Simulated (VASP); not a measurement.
# Ti3Se (R-3m) in VASP: single point with PBE

Aim: the single point of Ti3Se with PBE.

Everything below comes from runs of VASP 6.6.1. Logs are shortened: lines on timing, memory, paths and dates and some standing lists are left out, and cuts for length are marked.

## (1) The cell of the first run

It takes space group R-3m (No. 166, trigonal). The conventional cell has a = 5.648 Å, b = 5.648 Å, c = 9.434 Å, α = 90.00°, β = 90.00°, γ = 120.00°. Within 3.0 Å of Ti (site symmetry 2/m) lie 2 Se at 2.27 Å and 4 Ti at 2.82 Å. Se (site symmetry -3m) has 6 Ti at 2.27 Å within 3.0 Å.

The cell was generated, and may not be a known phase.

## (2) Single point, PBE, collinear spin

Contents of INCAR:

```
PREC     = Accurate       # precision mode
ENCUT    = 520            # plane-wave cutoff, eV
EDIFF    = 1E-6           # SCF threshold, eV
ISMEAR   = 0              # smearing method
SIGMA    = 0.1            # smearing width, eV
LREAL    = False          # projectors in reciprocal space
LASPH    = True           # aspherical terms in the spheres
NELM     = 150            # most SCF steps
ALGO     = Normal         # electronic algorithm
ISIF     = 2              # what is computed and relaxed
LWAVE    = False          # write WAVECAR
LCHARG   = False          # write CHGCAR
ISPIN    = 2              # spin polarisation
MAGMOM   = -1 1 1 0       # initial moments
LORBIT   = 11             # projections on sites
LMAXMIX  = 4              # l up to which the mixer works
GGA      = PE             # functional
NBANDS   = 33             # bands
```

Contents of KPOINTS:

```
regular mesh
0
Gamma
  6 6 6
```

Contents of POSCAR:

```
Ti3Se
1.0
    2.8238165900      1.6303312700      3.1447013400
   -2.8238165900      1.6303312700      3.1447013400
    0.0000000000     -3.2606625300      3.1447013400
Ti Se
3 1
Direct
    0.0000000000      0.0000000000      0.5000000000
    0.5000000000      0.0000000000      0.0000000000
    0.0000000000      0.5000000000      0.0000000000
    0.0000000000      0.0000000000      0.0000000000
```

Potentials or basis: VASP PAW PBE potentials, release 64 (Ti_sv, Se).

The run is started by

```
$ cat potpaw_PBE.64/Ti_sv/POTCAR potpaw_PBE.64/Se/POTCAR > POTCAR
$ mpirun -np 1 vasp_std > vasp.out
```

OUTCAR:

```text
PREC = Accurate
   ENCUT = 520
   EDIFF = 1E-6
   ISMEAR = 0
   LREAL = False
   LASPH = True
   NELM = 150
   ISIF = 2
   ISPIN = 2
   LORBIT = 11
   GGA = PE

 ion  position               nearest neighbor table
   1  0.000  0.000  0.500-   4 2.27   4 2.27   3 2.82   2 2.82   3 2.82   2 2.82
   2  0.500  0.000  0.000-   4 2.27   4 2.27   1 2.82   1 2.82   3 2.82   3 2.82
   3  0.000  0.500  0.000-   4 2.27   4 2.27   1 2.82   1 2.82   2 2.82   2 2.82
   4  0.000  0.000  0.000-   1 2.27   1 2.27   3 2.27   2 2.27   3 2.27   2 2.27

  LATTYP: Found a trigonal (rhomboedric) cell.
 ALAT       =     4.5300183997
 COS(alpha) =     0.2228532513

  Lattice vectors:

 A1 = (   2.8238165900,   1.6303312700,   3.1447013400)
 A2 = (  -2.8238165900,   1.6303312700,   3.1447013400)
 A3 = (   0.0000000000,  -3.2606625300,   3.1447013400)

Analysis of symmetry for initial positions (statically):
=====================================================================
 Subroutine PRICEL returns:
 Original cell was already a primitive cell.

 Routine SETGRP: Setting up the symmetry group for a
 trigonal (rhombohedral) supercell.

 Subroutine GETGRP returns: Found 12 space group operations
 (whereof 12 operations were pure point group operations)
 out of a pool of 12 trial point group operations.

The static configuration has the point symmetry D_3d.

Analysis of symmetry for dynamics (positions and initial velocities):
=====================================================================
 Subroutine PRICEL returns:
 Original cell was already a primitive cell.

 Routine SETGRP: Setting up the symmetry group for a
 trigonal (rhombohedral) supercell.

 Subroutine GETGRP returns: Found 12 space group operations
 (whereof 12 operations were pure point group operations)
 out of a pool of 12 trial point group operations.

The dynamic configuration has the point symmetry D_3d.

Analysis of structural, dynamic, and magnetic symmetry:
=====================================================================
 Subroutine PRICEL returns:
 Original cell was already a primitive cell.

 Routine SETGRP: Setting up the symmetry group for a
 trigonal (rhombohedral) supercell.

 Subroutine GETGRP returns: Found  4 space group operations
 (whereof  4 operations were pure point group operations)
 out of a pool of 12 trial point group operations.

The overall configuration has the point symmetry C_2h.

 Subroutine INISYM returns: Found  4 space group operations
 (whereof  4 operations are pure point group operations),
 and found     1 'primitive' translations

----------------------------------------------------------------------------------------

                                     Primitive cell

  volume of cell :      86.8646

  direct lattice vectors                    reciprocal lattice vectors
     2.823816590  1.630331270  3.144701340     0.177065324  0.102228713  0.105998407
    -2.823816590  1.630331270  3.144701340    -0.177065324  0.102228713  0.105998407
     0.000000000 -3.260662530  3.144701340     0.000000000 -0.204457425  0.105998407

  length of vectors
     4.530018400  4.530018400  4.530018394     0.230300892  0.230300892  0.230300893

  position of ions in fractional coordinates (direct lattice)
     0.000000000  0.000000000  0.500000000
     0.500000000  0.000000000  1.000000000
     0.000000000  0.500000000  1.000000000
     0.000000000  0.000000000  0.000000000

  ion indices of the primitive-cell ions
   primitive index   ion index
                 1           1
                 2           2
                 3           3
                 4           4

----------------------------------------------------------------------------------------

 KPOINTS: regular mesh

Automatic generation of k-mesh.
 Grid dimensions read from file:
 generate k-points for:    6    6    6

 Generating k-lattice:

  Cartesian coordinates                     Fractional coordinates (reciprocal lattice)
     0.029510887  0.017038119  0.017666401     0.166666667 -0.000000000  0.000000000
    -0.029510887  0.017038119  0.017666401    -0.000000000  0.166666667  0.000000000
     0.000000000 -0.034076238  0.017666401    -0.000000000 -0.000000000  0.166666667

  Length of vectors
     0.038383482  0.038383482  0.038383482

  Shift w.r.t. Gamma in fractional coordinates (k-lattice)
     0.000000000  0.000000000  0.000000000

 Subroutine IBZKPT returns following result:
 ===========================================

 Found     68 irreducible k-points:

 Following reciprocal coordinates:
            Coordinates               Weight
  0.000000  0.000000  0.000000      1.000000
  0.166667  0.000000 -0.000000      4.000000
 -0.000000 -0.000000  0.166667      2.000000
  0.333333  0.000000 -0.000000      4.000000
  0.000000  0.000000  0.333333      2.000000
  0.500000  0.000000  0.000000      2.000000
[... 16 lines left out ...]
  0.500000  0.333333 -0.000000      4.000000
  0.500000 -0.000000 -0.333333      4.000000
 [... further k-points ...]
   k-points           NKPTS =     68   k-points in BZ     NKDIM =     68   number of bands    NBANDS=     33
   number of dos      NEDOS =    301   number of ions     NIONS =      4
   total plane-waves  NPLWV =  46656
   dimension x,y,z NGX =    36 NGY =   36 NGZ =   36
   dimension x,y,z NGXF=    72 NGYF=   72 NGZF=   72
   ions per type =               3   1
   NGX,Y,Z   is equivalent  to a cutoff of  13.21, 13.21, 13.21 a.u.
   NGXF,Y,Z  is equivalent  to a cutoff of  26.42, 26.42, 26.42 a.u.
 SYSTEM =  unknown system
   PREC   = accura    normal or accurate (medium, high low for compatibility)
   ISTART =      0    job   : 0-new  1-cont  2-samecut
   ICHARG =      2    charge: 1-file 2-atom 10-const
   ISPIN  =      2    spin polarized calculation?
   LNONCOLLINEAR =      F non collinear calculations
   LSORBIT =      F    spin-orbit coupling
   LASPH  =      T    aspherical Exc in radial PAW
   ENCUT  =  520.0 eV  38.22 Ry    6.18 a.u.   8.42  8.42  8.42*2*pi/ulx,y,z
   NELM   =    150;   NELMIN=  2; NELMDL= -5     # of ELM steps
   EDIFF  = 0.1E-05   stopping-criterion for ELM
   LREAL  =      F    real-space projection
   EDIFFG = 0.1E-04   stopping-criterion for IOM
   NSW    =      0    number of steps for IOM
   IBRION =     -1    ionic relax: 0-MD 1-quasi-New 2-CG
   NFREE  =      0    steps in history (QN), initial steepest desc. (CG)
   ISIF   =      2    stress and relaxation
   ISYM   =      2    0-nonsym 1-usesym 2-fastsym
   POTIM  = 0.5000    time-step for ionic-motion
   TEBEG  =    0.0;   TEEND  =   0.0 temperature during run
   PSTRESS=    0.0 pullay stress
   NELECT =      42.0000    total number of electrons
   NUPDOWN=      -1.0000    fix difference up-down
   EMIN   =  10.00;   EMAX   =-10.00  energy-range for DOS
   EFERMI =   0.00;   METHOD = LEGACY
   ISMEAR =     0;   SIGMA  =   0.10  broadening in eV -4-tet -1-fermi 0-gaus
   EFERMI_NEDOS =   21; number of points for ismear=-14 and -15
   IALGO  =     38    algorithm
   IMIX   =      4    mixing-type and parameters
     AMIX     =   0.40;   BMIX     =  1.00
     AMIX_MAG =   1.60;   BMIX_MAG =  1.00
  volume/ion in A,a.u.               =      21.72       146.55
  Fermi-wavevector in a.u.,A,eV,Ry     =   1.284922  2.428151 22.463570  1.651026
  Thomas-Fermi vector in A             =   2.417087
   LORBIT       =     11    0 simple, 1 ext, 2 COOP (PROOUT), +10 PAW based schemes
   GGA     = PE    functional components
   LHFCALC =     F    Hartree Fock is set to
   AEXX    =    0.0000 exact exchange contribution
   IVDW    =     0    specifies the selected vdW correction
   LEPSILON=     F    determine dielectric tensor
   LRPA    =     F    only Hartree local field effects (RPA)
 spin polarized calculation
 Gauss-broadening in eV      SIGMA  =   0.10
  energy-cutoff  :      520.00
  volume of cell :       86.86
 maximum number of plane-waves:      2361
 NGX is ok and might be reduce to    36
   NGX = 17   NGY = 17   NGZ = 17

 number of electron      42.0000019 magnetization       0.0004172

 Free energy of the ion-electron system (eV)
  ---------------------------------------------------
  ext. energy  EPLUGINS =         0.00000000
  ---------------------------------------------------
  free energy    TOTEN  =       -23.38400556 eV

  energy without entropy =      -23.35540262  energy(sigma->0) =      -23.36970409

 E-fermi :   5.7441     XC(G=0):  -9.9493

 val. band max:        5.7409923237   @ k =   0.5000   0.5000  -0.0000
 cond. band min:       5.7577346662   @ k =  -0.3333  -0.0000  -0.1667
 fundamental gap:      0.0167423424
 Fermi energy:         5.7441093953

 spin component 1

 k-point     1 :       0.0000    0.0000    0.0000
  band No.  band energies     occupation
      1     -51.0147      1.00000
      2     -50.9129      1.00000
      3     -50.9126      1.00000
      4     -27.6589      1.00000
      5     -27.4779      1.00000
      6     -27.4779      1.00000
[... 853 lines left out ...]
     32       9.4718      0.00000
     33      10.4795      0.00000

 [... further k-points ...]

 spin component 2

 k-point     1 :       0.0000    0.0000    0.0000
  band No.  band energies     occupation
      1     -51.0146      1.00000
      2     -50.9127      1.00000
      3     -50.9125      1.00000
      4     -27.6588      1.00000
      5     -27.4778      1.00000
      6     -27.4778      1.00000
[... 853 lines left out ...]
     32       9.4719      0.00000
     33      10.4795      0.00000

 [... further k-points ...]

------------------------ aborting loop because EDIFF is reached ----------------------------------------

  FORCE on cell =-STRESS in cart. coord.  units (eV):
  Direction    XX          YY          ZZ          XY          YZ          ZX
  --------------------------------------------------------------------------------------
  -------------------------------------------------------------------------------------
  Total        9.2480248      9.2491057     13.6204981      0.0000000     -0.0006348      0.0000000
  in kB      170.5754678    170.5954042    251.2236803      0.0000000     -0.0117083      0.0000000
  external PRESSURE =     197.4648508 kB  Pullay stress =       0.0000000 kB

 VOLUME and BASIS-vectors are now :
 -----------------------------------------------------------------------------
  energy-cutoff  :      520.00
  volume of cell :       86.86
      direct lattice vectors                 reciprocal lattice vectors
     2.823816590  1.630331270  3.144701340     0.177065324  0.102228713  0.105998407
    -2.823816590  1.630331270  3.144701340    -0.177065324  0.102228713  0.105998407
     0.000000000 -3.260662530  3.144701340     0.000000000 -0.204457425  0.105998407

 POSITION                                       TOTAL-FORCE (eV/Angst)
 -----------------------------------------------------------------------------------
      0.00000     -1.63033      1.57235        -0.000000     -0.000000      0.000000
      1.41191      0.81517      1.57235         0.000000      0.000000      0.000000
     -1.41191      0.81517      1.57235        -0.000000     -0.000000     -0.000000
      0.00000      0.00000      0.00000        -0.000000     -0.000000      0.000000
 -----------------------------------------------------------------------------------
    total drift:                               -0.000000      0.000000     -0.000000

  FREE ENERGIE OF THE ION-ELECTRON SYSTEM (eV)
  ---------------------------------------------------
  free  energy   TOTEN  =       -23.3840055609 eV

  energy  without entropy=      -23.3554026159  energy(sigma->0) =      -23.36970409

 total charge

# of ion       s       p       d       tot
------------------------------------------
    1        2.198   6.127   2.100  10.425
    2        2.198   6.127   2.100  10.425
    3        2.198   6.127   2.100  10.425
    4        1.461   2.711   0.215   4.387
--------------------------------------------------
tot          8.055  21.093   6.516  35.663

 magnetization (x)

# of ion       s       p       d       tot
------------------------------------------
    1       -0.000  -0.000  -0.000  -0.000
    2        0.000   0.000   0.000   0.000
    3        0.000   0.000   0.000   0.000
    4       -0.000  -0.000   0.000  -0.000
--------------------------------------------------
tot          0.000   0.000   0.000   0.000
```

It took 12 min on 1 thread of Intel Xeon Platinum 8259CL at 2.50GHz (Skylake/Cascade Lake), shared host; peak memory 0.42 GiB.

Results:

```
Free energy                                           : -23.3840 eV
Pressure                                              : 19.7 GPa
Band gap on the k mesh                                : zero (filled and empty bands overlap)
Net moment                                            : 0.00 μB per cell
Valence electrons inside the program's atomic spheres : Ti 10.43; Se 4.39
```

Stress tensor (GPa, compression positive):
```
17.06  0.00  0.00
 0.00 17.06  0.00
 0.00  0.00 25.12
```

Caveat: the stress differs along the axes, from 17 to 25 GPa.
